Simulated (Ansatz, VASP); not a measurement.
**CsCl in VASP and in Ansatz**

The input POSCAR:

```
CsCl
1.0
    4.1816753433      0.0000000000      0.0000000000
    0.0000000000      4.1816753433      0.0000000000
    0.0000000000      0.0000000000      4.1816753433
Cs Cl
1 1
Direct
    0.0000000000      0.0000000000      0.0000000000
    0.5000000000      0.5000000000      0.5000000000
```

Contents of INCAR.step1:

```
SYSTEM = CsCl
ALGO     = Normal         ! electronic algorithm
EDIFF    = 1E-5           ! SCF threshold, eV
ENCUT    = 550            ! plane-wave cutoff, eV
GGA      = PE             ! functional
GGA_COMPAT= .FALSE.      
ISMEAR   = 0              ! smearing method
LASPH    = .TRUE.         ! aspherical terms in the spheres
LCHARG   = .FALSE.        ! write CHGCAR
LREAL    = .FALSE.        ! projectors in reciprocal space
LWAVE    = .TRUE.         ! write WAVECAR
NBANDS   = 15             ! bands
NELM     = 120            ! most SCF steps
PREC     = Accurate       ! precision mode
SIGMA    = 0.01           ! smearing width, eV
```

File INCAR.step2:

```
SYSTEM = CsCl
ALGO     = Normal         ! electronic algorithm
EDIFF    = 1E-6           ! SCF threshold, eV
ENCUT    = 550            ! plane-wave cutoff, eV
GGA_COMPAT= .FALSE.      
ISIF     = 2              ! what is computed and relaxed
ISMEAR   = 0              ! smearing method
ISTART   = 1            
LASPH    = .TRUE.         ! aspherical terms in the spheres
LCHARG   = .FALSE.        ! write CHGCAR
LMIXTAU  = .TRUE.       
LREAL    = .FALSE.        ! projectors in reciprocal space
LWAVE    = .FALSE.        ! write WAVECAR
METAGGA  = R2SCAN         ! meta-GGA
NBANDS   = 15             ! bands
NELM     = 120            ! most SCF steps
PREC     = Accurate       ! precision mode
SIGMA    = 0.01           ! smearing width, eV
```

Contents of KPOINTS:

```
k-points
0
G
  6 6 6
  0 0 0
```

Input for Ansatz:

```yaml
crystal:
  lattice:
    - [4.1816753433, 0.0, 0.0]
    - [0.0, 4.1816753433, 0.0]
    - [0.0, 0.0, 4.1816753433]
  atoms:
    - { symbol: Cs, position: [0.0, 0.0, 0.0] }
    - { symbol: Cl, position: [0.5, 0.5, 0.5] }
kpoints:
  mp_grid: { grid: [6, 6, 6] }
hamiltonian:
  xc: r2scan
scf:
  occupations: { method: fixed }
  n_extra_bands: 4
output:
  forces: true
  stress: true
  eigenvalues: true
```

Alike in both runs: task single point; functional r2SCAN; k mesh 6 × 6 × 6; no spin polarisation.

```csv
,VASP,Ansatz
version,VASP 6.6.1,Ansatz 0.2.0
potentials or method,"VASP PAW PBE potentials, release 64 (Cs_sv, Cl)","plane waves, PAW"
plane-wave cutoff (eV),550,500
occupations,"gaussian, width 0.01 eV",fixed
valence electrons in the cell,16,16
```

VASP gave:

```
gap on the k mesh at the Fermi level (eV) : 5.85
pressure (GPa)                            : -0.5
```

**Question.** What did Ansatz give for the same quantities?

**Answer.** gap on the k mesh at the Fermi level (eV): 5.86; pressure (GPa): -0.5.

VASP's potentials were made for PBE, not for r2SCAN.

Spin-orbit coupling is off throughout.
